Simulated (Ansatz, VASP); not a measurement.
## Tl: VASP beside Ansatz

```xyz
2
Lattice="3.5903 0.0000 0.0000 -1.7951 3.1093 0.0000 0.0000 0.0000 5.6419" Properties=species:S:1:pos:R:3 pbc="T T T"
Tl    0.0000    2.0729    1.4105
Tl    1.7951    1.0364    4.2315
```

Alike in both runs: task single point; functional PBE; k mesh 10 × 10 × 6; occupations fermi-dirac, width 1 eV; no spin polarisation.

```csv
,VASP,Ansatz
version,VASP 6.6.1,Ansatz 0.2.0
potentials or method,"VASP PAW PBE potentials, release 64 (Tl_d), cutoff 520 eV","plane waves (420 eV) with PAW, scalar-relativistic"
valence electrons in the cell,26,26
```

|  | VASP | Ansatz | Ansatz less VASP |
| --- | --- | --- | --- |
| pressure (GPa) | 3.2 | 3.3 | +0.06 |
| traceless stress, the component that is largest in VASP (GPa) | 0.48 | 0.48 | +0.001 |

Spin-orbit coupling is off throughout.
